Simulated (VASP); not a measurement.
MgS, 16 atoms in the cell. The typed cell holds 16 atoms: a = 8.272 Å, b = 8.272 Å, c = 8.272 Å, α = 60.00°, β = 60.00°, γ = 60.00°. 

| Quantity | Value |
| --- | --- |
| Program | VASP 6.6.1 |
| Task | single point |
| Functional | PBE |
| Potentials or basis | VASP PAW PBE potentials, release 64 (Mg, S) |
| Cutoff | 520 eV |
| k mesh | 4 × 4 × 4 |
| Occupations | fermi-dirac, width 0.2241 eV |
| Spin | no spin polarisation |
| Dipole correction | no |
| Further INCAR settings | LREAL = Auto; ALGO = Normal; EDIFF = 1e-06; NBANDS = 46 |

Potentials or basis: VASP PAW PBE potentials, release 64 (Mg, S).

Launch:

```sh
$ cat potpaw_PBE.64/Mg/POTCAR potpaw_PBE.64/S/POTCAR > POTCAR
$ mpirun -np 1 vasp_std > vasp.out
```

Hardware: 1 thread of AMD EPYC 7R13 Processor (Zen 3), with other jobs on the host.

Q: How long does it take, and how much memory?

A: Run time: 18 min on 1 thread of AMD EPYC 7R13 Processor (Zen 3), with other jobs on the host, peak memory 0.75 GiB. Counts: scf iterations 17, k points 36.
